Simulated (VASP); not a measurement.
# Al32P (a cell with a defect) in VASP: single point with PBE+D3(BJ)

Aim: the single point of Al32P (a cell with a defect) with PBE+D3(BJ).

All numbers are computed with VASP 6.6.1; they aren't measurements. Logs are shortened: lines on timing, memory, paths and dates and some standing lists are left out, and cuts for length are marked.

**1. The cell of the first run**

The cell holds a defect, 33 atoms: a = 8.100 Å, b = 8.100 Å, c = 8.100 Å, α = 90.00°, β = 90.00°, γ = 90.00°.

**2. Single point, PBE+D3(BJ)**

Input file INCAR:

```
SYSTEM = Al32P
PREC = Accurate
ENCUT = 520
EDIFF = 1E-6
ISMEAR = 0
SIGMA = 0.15
LREAL = Auto
LASPH = .True.
NELM = 80
ALGO = Normal
ISIF = 2
LWAVE = .False.
LCHARG = .False.
GGA = PE
IVDW = 12
NBANDS = 72
```

Input file KPOINTS:

```
regular mesh
0
Gamma
  3 3 3
  0 0 0
```

Input file POSCAR:

```
Al32P
1.0
    8.1000000000      0.0000000000      0.0000000000
    0.0000000000      8.1000000000      0.0000000000
    0.0000000000      0.0000000000      8.1000000000
Al P
32 1
Direct
    0.5002133333      0.0302955556      0.0049985185
    0.7577207407      0.2500885185     -0.0029709877
    0.7505430864      0.0014313580      0.2461525926
    0.0005064198      0.0071333333     -0.0035906173
    0.2435470370      0.2500858025     -0.0062690123
    0.5002118519      0.4698780247      0.0049559259
    0.7803103704      0.7501058025     -0.0038560494
    0.2486229630      0.0080349383      0.2447559259
    0.5006974074      0.2501735802      0.2469455556
    0.7505235802      0.4987851852      0.2461561728
    0.5060517284      0.0258845679      0.4854512346
    0.7588340741      0.2501637037      0.4985703704
    0.7517697531      0.0010261728      0.7503382716
    0.0004790123      0.4930406173     -0.0035891358
    0.2195545679      0.7500761728      0.0123655556
    0.0001459259      0.2500793827      0.2476865432
    0.2486120988      0.4921219753      0.2447240741
    0.5036037037      0.7500791358      0.2259127160
   -0.0015271605      0.0065509877      0.4988169136
    0.2449891358      0.2501172840      0.5021955556
    0.5059581481      0.4745980247      0.4855187654
    0.7588611111      0.7500954321      0.4932038272
    0.2506577778     -0.0006925926      0.7512912346
    0.5013802469      0.2501171605      0.7455091358
    0.7517450617      0.4992079012      0.7503260494
   -0.0179603704      0.7501072840      0.2429362963
   -0.0015375309      0.4936374074      0.4987982716
    0.2083604938      0.7500251852      0.4624940741
   -0.0004293827      0.2501216049      0.7466466667
    0.2506450617      0.5009028395      0.7513103704
    0.4998161728      0.7500830864      0.8620988889
    0.0043707407      0.7501007407      0.7422730864
    0.4652416049      0.7503607407      0.5863646914
```

Potentials or basis: VASP PAW PBE potentials, release 64 (Al, P).

The run is started by

```sh
cat potpaw_PBE.64/Al/POTCAR potpaw_PBE.64/P/POTCAR > POTCAR
mpirun -np 1 vasp_std > vasp.out
```

OUTCAR:

```text
SYSTEM = Al32P
   PREC = Accurate
   ENCUT = 520
   EDIFF = 1E-6
   ISMEAR = 0
   LREAL = Auto
   LASPH = .True.
   NELM = 80
   ISIF = 2
   GGA = PE
   IVDW = 12
 IVDW          = 12

 ion  position               nearest neighbor table
   1  0.500  0.030  0.005-  31 2.55   9 2.65   5 2.74   2 2.74  24 2.75   8 2.82   3 2.83  18 2.89
                            23 2.89  13 2.91   7 3.21  15 3.21
   2  0.758  0.250  0.997-   6 2.74   1 2.74  14 2.78   4 2.78  29 2.82  16 2.82  13 2.84  25 2.84
                             3 2.85  10 2.85   9 2.90  24 2.91
   3  0.751  0.001  0.246-  26 2.77  11 2.78   1 2.83   2 2.85  16 2.85  22 2.86   9 2.86  18 2.86
                             4 2.86  19 2.87  12 2.87   7 2.88
   4  0.001  0.007  0.996-  15 2.74   7 2.74   2 2.78   5 2.78  29 2.82  16 2.83  13 2.83  23 2.84
                             8 2.84   3 2.86  26 2.89  32 2.93
   5  0.244  0.250  0.994-   6 2.74   1 2.74   4 2.78  14 2.78  29 2.81  17 2.82   8 2.82  23 2.83
                            30 2.83  16 2.85  24 2.90   9 2.92
   6  0.500  0.470  0.005-  31 2.55   9 2.65   5 2.74   2 2.74  24 2.75  17 2.82  10 2.83  18 2.89
                            30 2.89  25 2.91   7 3.21  15 3.21
   7  0.780  0.750  0.996-  31 2.52  26 2.58   4 2.74  14 2.74  32 2.74  25 2.85  13 2.85   3 2.88
                            10 2.88  18 2.91   1 3.21   6 3.21
   8  0.249  0.008  0.245-  28 2.75  16 2.81   1 2.82  15 2.82   5 2.82   9 2.83   4 2.84  11 2.86
                            20 2.86  19 2.89  18 2.94  26 3.00
   9  0.501  0.250  0.247-   6 2.65   1 2.65  11 2.65  21 2.65  17 2.83   8 2.83  10 2.85   3 2.86
                             2 2.90  12 2.92   5 2.92  20 2.93
  10  0.751  0.499  0.246-  26 2.77  21 2.78   6 2.83   2 2.85  16 2.85   9 2.85  22 2.86  18 2.86
                            14 2.86  27 2.87  12 2.87   7 2.88
  11  0.506  0.026  0.485-  33 2.40   9 2.65  12 2.74   3 2.78  24 2.78  20 2.79   8 2.86  13 2.93
                            23 2.99  22 3.03  18 3.07  28 3.29
  12  0.759  0.250  0.499-  11 2.74  21 2.74  27 2.77  19 2.77  29 2.80  16 2.82  25 2.87  13 2.87
                            10 2.87   3 2.87  24 2.89   9 2.92
  13  0.752  0.001  0.750-   4 2.83   2 2.84  29 2.85  19 2.85   7 2.85  24 2.86  12 2.87  32 2.88
                             1 2.91  22 2.91  11 2.93  31 3.02
  14  0.000  0.493  0.996-  15 2.74   7 2.74   2 2.78   5 2.78  29 2.82  16 2.83  25 2.83  30 2.84
                            17 2.84  10 2.86  26 2.89  32 2.93
  15  0.220  0.750  0.012-  31 2.58  26 2.68   4 2.74  14 2.74  32 2.80  17 2.82   8 2.82  18 2.88
                            30 2.93  23 2.93   6 3.21   1 3.21
  16  0.000  0.250  0.248-  17 2.81   8 2.81  12 2.82   2 2.82   4 2.83  14 2.83  19 2.83  27 2.83
                             5 2.85   3 2.85  10 2.85  20 2.86
  17  0.249  0.492  0.245-  28 2.75  16 2.81   6 2.82  15 2.82   5 2.82   9 2.83  14 2.84  21 2.86
                            20 2.86  27 2.89  18 2.94  26 3.00
  18  0.504  0.750  0.226-  10 2.86   3 2.86  15 2.88   1 2.89   6 2.89   7 2.91  33 2.94   8 2.94
                            17 2.94  31 2.95  22 2.99  28 3.06  21 3.07  11 3.07
  19  0.998  0.007  0.499-  28 2.70  12 2.77  20 2.81  29 2.81  16 2.83  22 2.84  13 2.85  32 2.86
                             3 2.87   8 2.89  23 2.89  26 2.94
  20  0.245  0.250  0.502-  11 2.79  21 2.79  29 2.81  27 2.81  19 2.81  16 2.86  17 2.86   8 2.86
                            24 2.86  30 2.86  23 2.86   9 2.93
  21  0.506  0.475  0.486-  33 2.40   9 2.65  12 2.74  10 2.78  24 2.78  20 2.79  17 2.86  25 2.93
                            30 2.99  22 3.03  18 3.07  28 3.29
  22  0.759  0.750  0.493-  33 2.50  26 2.72  32 2.83  27 2.84  19 2.84  10 2.86   3 2.86  25 2.91
                            13 2.91  18 2.99  21 3.03  11 3.03
  23  0.251  0.999  0.751-   5 2.83   4 2.84  32 2.84  20 2.86  24 2.87  29 2.87  19 2.89   1 2.89
                            15 2.93  33 2.98  31 2.99  11 2.99  28 3.11
  24  0.501  0.250  0.746-   6 2.75   1 2.75  11 2.78  21 2.78  25 2.86  13 2.86  20 2.86  30 2.87
                            23 2.87  12 2.89   5 2.90   2 2.91
  25  0.752  0.499  0.750-  14 2.83   2 2.84  29 2.85  27 2.85   7 2.85  24 2.86  12 2.87  32 2.88
                             6 2.91  22 2.91  21 2.93  31 3.02
  26  0.982  0.750  0.243-  28 2.55   7 2.58  15 2.68  22 2.72   3 2.77  10 2.77   4 2.89  14 2.89
                            19 2.94  27 2.94   8 3.00  17 3.00
  27  0.998  0.494  0.499-  28 2.70  12 2.77  20 2.81  29 2.81  16 2.83  22 2.84  25 2.85  32 2.86
                            10 2.87  17 2.89  30 2.89  26 2.94
  28  0.208  0.750  0.462-  33 2.31  26 2.55  27 2.70  19 2.70  17 2.75   8 2.75  32 2.80  18 3.06
                            30 3.11  23 3.11  21 3.29  11 3.29
  29  1.000  0.250  0.747-  12 2.80  20 2.81   5 2.81  27 2.81  19 2.81   2 2.82  14 2.82   4 2.82
                            13 2.85  25 2.85  30 2.87  23 2.87
  30  0.251  0.501  0.751-   5 2.83  14 2.84  32 2.84  20 2.86  24 2.87  29 2.87  27 2.89   6 2.89
                            15 2.93  33 2.98  31 2.99  21 2.99  28 3.11
  31  0.500  0.750  0.862-  33 2.25   7 2.52   6 2.55   1 2.55  15 2.58  18 2.95  30 2.99  23 2.99
                            25 3.02  13 3.02
  32  0.004  0.750  0.742-   7 2.74  15 2.80  28 2.80  22 2.83  30 2.84  23 2.84  19 2.86  27 2.86
                            25 2.88  13 2.88   4 2.93  14 2.93
  33  0.465  0.750  0.586-  31 2.25  28 2.31  11 2.40  21 2.40  22 2.50  18 2.94  23 2.98  30 2.98

  LATTYP: Found a simple cubic cell.
 ALAT       =     8.1000000000

  Lattice vectors:

 A1 = (   8.1000000000,   0.0000000000,   0.0000000000)
 A2 = (   0.0000000000,   8.1000000000,   0.0000000000)
 A3 = (   0.0000000000,   0.0000000000,   8.1000000000)

Analysis of symmetry for initial positions (statically):
=====================================================================
[... 135 lines left out ...]

 Subroutine IBZKPT returns following result:
 ===========================================

 Found     14 irreducible k-points:

 Following reciprocal coordinates:
            Coordinates               Weight
  0.000000  0.000000  0.000000      1.000000
  0.333333  0.000000  0.000000      2.000000
  0.000000  0.333333  0.000000      2.000000
  0.000000  0.000000  0.333333      2.000000
  0.333333  0.333333  0.000000      2.000000
  0.000000  0.333333  0.333333      2.000000
  0.333333  0.000000  0.333333      2.000000
 -0.333333  0.333333  0.000000      2.000000
 -0.333333  0.000000  0.333333      2.000000
  0.000000 -0.333333  0.333333      2.000000
  0.333333  0.333333  0.333333      2.000000
 -0.333333  0.333333  0.333333      2.000000
 -0.333333 -0.333333  0.333333      2.000000
  0.333333 -0.333333  0.333333      2.000000
   k-points           NKPTS =     14   k-points in BZ     NKDIM =     14   number of bands    NBANDS=     72
   number of dos      NEDOS =    301   number of ions     NIONS =     33
   total plane-waves  NPLWV = 216000
   dimension x,y,z NGX =    60 NGY =   60 NGZ =   60
   dimension x,y,z NGXF=   120 NGYF=  120 NGZF=  120
   ions per type =              32   1
   NGX,Y,Z   is equivalent  to a cutoff of  12.31, 12.31, 12.31 a.u.
   NGXF,Y,Z  is equivalent  to a cutoff of  24.63, 24.63, 24.63 a.u.
 SYSTEM =  Al32P
   PREC   = accura    normal or accurate (medium, high low for compatibility)
   ISTART =      0    job   : 0-new  1-cont  2-samecut
   ICHARG =      2    charge: 1-file 2-atom 10-const
   ISPIN  =      1    spin polarized calculation?
   LNONCOLLINEAR =      F non collinear calculations
   LSORBIT =      F    spin-orbit coupling
   LASPH  =      T    aspherical Exc in radial PAW
   ENCUT  =  520.0 eV  38.22 Ry    6.18 a.u.  15.06 15.06 15.06*2*pi/ulx,y,z
   NELM   =     80;   NELMIN=  2; NELMDL= -5     # of ELM steps
   EDIFF  = 0.1E-05   stopping-criterion for ELM
   LREAL  =      T    real-space projection
   EDIFFG = 0.1E-04   stopping-criterion for IOM
   NSW    =      0    number of steps for IOM
   IBRION =     -1    ionic relax: 0-MD 1-quasi-New 2-CG
   NFREE  =      0    steps in history (QN), initial steepest desc. (CG)
   ISIF   =      2    stress and relaxation
   ISYM   =      2    0-nonsym 1-usesym 2-fastsym
   POTIM  = 0.5000    time-step for ionic-motion
   TEBEG  =    0.0;   TEEND  =   0.0 temperature during run
   PSTRESS=    0.0 pullay stress
   NELECT =     101.0000    total number of electrons
   NUPDOWN=      -1.0000    fix difference up-down
   EMIN   =  10.00;   EMAX   =-10.00  energy-range for DOS
   EFERMI =   0.00;   METHOD = LEGACY
   ISMEAR =     0;   SIGMA  =   0.15  broadening in eV -4-tet -1-fermi 0-gaus
   EFERMI_NEDOS =   21; number of points for ismear=-14 and -15
   IALGO  =     38    algorithm
   IMIX   =      4    mixing-type and parameters
     AMIX     =   0.40;   BMIX     =  1.00
     AMIX_MAG =   1.60;   BMIX_MAG =  1.00
  volume/ion in A,a.u.               =      16.10       108.68
  Fermi-wavevector in a.u.,A,eV,Ry     =   0.941233  1.778672 12.053656  0.885919
  Thomas-Fermi vector in A             =   2.068723
   LORBIT       =      0    0 simple, 1 ext, 2 COOP (PROOUT), +10 PAW based schemes
   GGA     = PE    functional components
   LHFCALC =     F    Hartree Fock is set to
   AEXX    =    0.0000 exact exchange contribution
   IVDW    =    12    specifies the selected vdW correction
   LEPSILON=     F    determine dielectric tensor
   LRPA    =     F    only Hartree local field effects (RPA)
 non-spin polarized calculation
 Gauss-broadening in eV      SIGMA  =   0.15
  energy-cutoff  :      520.00
  volume of cell :      531.44
 maximum number of plane-waves:     14358
   NGX = 31   NGY = 31   NGZ = 31

 number of electron     100.9999999 magnetization

 Free energy of the ion-electron system (eV)
  ---------------------------------------------------
  ext. energy  EPLUGINS =         0.00000000
  ---------------------------------------------------
  free energy    TOTEN  =      -123.99830750 eV

  energy without entropy =     -123.88010394  energy(sigma->0) =     -123.93920572

 E-fermi :   8.2744     XC(G=0): -10.2899

 val. band max:        8.2681099908   @ k =   0.3333   0.0000   0.0000
 cond. band min:       8.2786695085   @ k =   0.0000  -0.3333   0.3333
 fundamental gap:      0.0105595177
 Fermi energy:         8.2743582235

 k-point     1 :       0.0000    0.0000    0.0000
  band No.  band energies     occupation
      1      -4.4003      2.00000
      2      -2.5857      2.00000
      3      -0.9548      2.00000
      4      -0.9282      2.00000
      5      -0.7712      2.00000
      6      -0.7608      2.00000
[... 899 lines left out ...]
     61       9.8394      0.00000
     62       9.8916      0.00000
 [bands above 62 left out]

------------------------ aborting loop because EDIFF is reached ----------------------------------------

 Edisp (eV)  -11.47088

 E8    (eV) :    -5.1051

  FORCE on cell =-STRESS in cart. coord.  units (eV):
  Direction    XX          YY          ZZ          XY          YZ          ZX
  --------------------------------------------------------------------------------------
  -------------------------------------------------------------------------------------
  Total       0.03308    -0.85835     5.35994     0.00874    -0.01148     1.65548
  in kB       0.09972    -2.58775    16.15905     0.02634    -0.03460     4.99089
  external pressure =        4.56 kB  Pullay stress =        0.00 kB

 VOLUME and BASIS-vectors are now :
 -----------------------------------------------------------------------------
  energy-cutoff  :      520.00
  volume of cell :      531.44
      direct lattice vectors                 reciprocal lattice vectors
     8.100000000  0.000000000  0.000000000     0.123456790  0.000000000  0.000000000
     0.000000000  8.100000000  0.000000000     0.000000000  0.123456790  0.000000000
     0.000000000  0.000000000  8.100000000     0.000000000  0.000000000  0.123456790

 POSITION                                       TOTAL-FORCE (eV/Angst)
 -----------------------------------------------------------------------------------
      4.05173      0.24539      0.04049        -0.002336     -0.007749     -0.002505
      6.13754      2.02572      8.07593        -0.002487      0.001024      0.003479
      6.07940      0.01159      1.99384        -0.004462     -0.011835     -0.009126
      0.00410      0.05778      8.07092        -0.003959     -0.000862      0.000218
      1.97273      2.02570      8.04922         0.000604     -0.000502      0.017157
      4.05172      3.80601      0.04014        -0.002190      0.008625     -0.002492
[... 25 lines left out ...]
      0.03540      6.07582      6.01241        -0.024709     -0.000165      0.017079
      3.76846      6.07792      4.74955         0.181269     -0.002742     -0.076479
 -----------------------------------------------------------------------------------
    total drift:                                0.016372      0.003487     -0.016792

  FREE ENERGIE OF THE ION-ELECTRON SYSTEM (eV)
  ---------------------------------------------------
  free  energy   TOTEN  =      -135.4691887909 eV

  energy  without entropy=     -135.3509852312  energy(sigma->0) =     -135.41008701
```

Wall time 15 min (1 thread of Intel Xeon 8259CL, shared host); peak memory 0.66 GiB.

What came out:

```
Free energy                : -135.4692 eV
Pressure                   : 0.5 GPa
Largest force              : 0.197 eV/Å
Dispersion energy per atom : -0.348 eV
```

Forces in eV/Å, atoms in the order of the input:
```
Al  -0.002 -0.008 -0.003
Al  -0.002  0.001  0.003
Al  -0.004 -0.012 -0.009
Al  -0.004 -0.001  0.000
Al   0.001 -0.001  0.017
Al  -0.002  0.009 -0.002
Al  -0.033 -0.001  0.012
Al  -0.008 -0.051  0.009
Al  -0.021  0.000 -0.034
Al  -0.005  0.012 -0.010
Al  -0.002  0.040 -0.008
Al   0.000 -0.001 -0.005
Al   0.007  0.005  0.004
Al  -0.004  0.002  0.001
Al  -0.005  0.000 -0.029
Al   0.009  0.000 -0.009
Al  -0.007  0.052  0.009
Al  -0.055  0.000  0.017
Al  -0.013  0.013  0.005
Al  -0.007  0.000 -0.007
Al  -0.002 -0.040 -0.008
Al   0.041  0.000 -0.036
Al   0.006 -0.014 -0.002
Al  -0.007 -0.001  0.013
Al   0.008 -0.005  0.004
Al   0.044  0.000 -0.027
Al  -0.012 -0.012  0.005
Al  -0.050  0.001  0.169
Al   0.008  0.000 -0.001
Al   0.005  0.015 -0.004
Al  -0.039 -0.001 -0.015
Al  -0.025  0.000  0.017
P    0.181 -0.003 -0.076
```

Stress tensor (GPa, compression positive):
```
 0.01  0.00  0.50
 0.00 -0.26  0.00
 0.50  0.00  1.62
```
